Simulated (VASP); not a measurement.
Here is a VASP 6.6.1 calculation.

File INCAR:

```
PREC     = Accurate       # precision mode
ENCUT    = 520            # plane-wave cutoff, eV
EDIFF    = 1E-6           # SCF threshold, eV
ISMEAR   = 0              # smearing method
SIGMA    = 0.1            # smearing width, eV
LREAL    = F              # projectors in reciprocal space
LASPH    = T              # aspherical terms in the spheres
NELM     = 80             # most SCF steps
ALGO     = Normal         # electronic algorithm
ISIF     = 2              # what is computed and relaxed
LWAVE    = F              # write WAVECAR
LCHARG   = F              # write CHGCAR
LDIPOL   = T            
IDIPOL   = 3            
DIPOL    = 0.5 0.5 0.400
GGA      = PE             # functional
NBANDS   = 24             # bands
```

The input KPOINTS:

```
regular mesh
0
Gamma
  9 9 1
```

The input POSCAR:

```
Al8N
1.0
    2.8543223330      0.0000000000      0.0000000000
   -1.4271611665      2.4719156510      0.0000000000
    0.0000000000      0.0000000000     33.4760593533
Al N
8 1
Direct
    0.3333333333      0.6666666667      0.1194883770
    0.0000000000      0.0000000000      0.1895622803
    0.6666666667      0.3333333333      0.2596361837
    0.0000000000      0.0000000000      0.3297100869
    0.3333333333      0.6666666667      0.3992195594
    0.0000000000      0.0000000000      0.4696536480
    0.6666666667      0.3333333333      0.5400996810
    0.0000000000      0.0000000000      0.6116627748
    0.3333333333     -0.3333333333      0.6854468476
```

Potentials or basis: VASP PAW PBE potentials, release 64 (Al, N).

The run is started by

```bash
$ cat potpaw_PBE.64/Al/POTCAR potpaw_PBE.64/N/POTCAR > POTCAR
$ mpirun -np 1 vasp_std > vasp.out
```

Q: Predict the largest force.

A: 1.956 eV/Å.

Forces in eV/Å, atoms in the order of the input:
```
Al   0.000  0.000 -0.060
Al   0.000  0.000  0.050
Al   0.000  0.000  0.001
Al   0.000  0.000 -0.085
Al   0.000  0.000  0.242
Al   0.000  0.000 -0.157
Al   0.000  0.000  0.086
Al   0.000  0.000  1.879
N    0.000  0.000 -1.956
```
